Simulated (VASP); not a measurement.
Al10ZnCu4: single point with PBE+D3(BJ)

System: Al10ZnCu4, a slab with vacuum.

```xyz
15
Lattice="4.8104 0.0000 0.0000 -2.4052 4.2175 0.0000 0.0000 0.0000 27.4350" Properties=species:S:1:pos:R:3 pbc="T T T"
Al    0.0000    3.4432    8.5000
Al    0.0000    0.7743    8.5000
Al    2.4052    2.1087    9.8345
Al    0.0000    2.1087   11.3830
Al    2.4052    3.4541   12.7252
Al    2.4052    0.7590   12.7216
Al    0.0000    2.0955   14.0273
Al    2.4052    2.0666   15.3281
Al    0.0000    4.0350   17.2004
Al    0.0000    1.2421   16.9516
Cu    3.6078    0.0000   10.6087
Cu    1.2026    0.0000   10.6087
Cu    1.1994   -0.0215   14.8695
Cu    3.6110   -0.0215   14.8695
Zn    2.4052    2.9166   17.7378
```

| Item | Value |
| --- | --- |
| Program | VASP 6.6.1 |
| Task | single point |
| Functional | PBE |
| Dispersion | D3(BJ) |
| Potentials or basis | VASP PAW PBE potentials, release 64 (Al, Cu, Zn) |
| Cutoff | 520 eV |
| k mesh | 7 × 7 × 1 |
| Occupations | gaussian, width 0.1 eV |
| Spin | no spin polarisation |
| Dipole correction | yes |
| Further INCAR settings | LREAL = Auto; ALGO = Normal; EDIFF = 1e-06; NBANDS = 56 |

* Largest force: 0.255 eV/Å
* Band gap on the k mesh: zero (bands 43 and 44 overlap by 0.74 eV)
* Dispersion energy per atom: -0.326 eV

Forces on the atoms (eV/Å):
```
Al   0.000  0.153 -0.122
Al   0.000 -0.094 -0.139
Al   0.000 -0.027 -0.163
Al   0.000 -0.024 -0.108
Al   0.000  0.003  0.002
Al   0.000 -0.002  0.002
Al   0.000  0.000  0.007
Al   0.000 -0.006 -0.009
Al   0.000 -0.002  0.018
Al   0.000  0.027  0.002
Cu   0.019 -0.010  0.254
Cu  -0.019 -0.010  0.254
Cu  -0.002 -0.003 -0.003
Cu   0.002 -0.003 -0.003
Zn   0.000 -0.001  0.009
```

Levels at points of the mesh, in eV from the Fermi level:
```
           k point  band 40  band 41  band 42  band 43  band 44  band 45  band 46  band 47
(0.00, 0.00, 0.00)    -1.05    -0.75    -0.64    -0.58    -0.38    -0.26     0.22     0.35
```

It took 11 min on 1 thread of Intel(R) Xeon(R) 6975P-C (Granite Rapids), with other jobs on the host, peak memory 0.75 GiB.
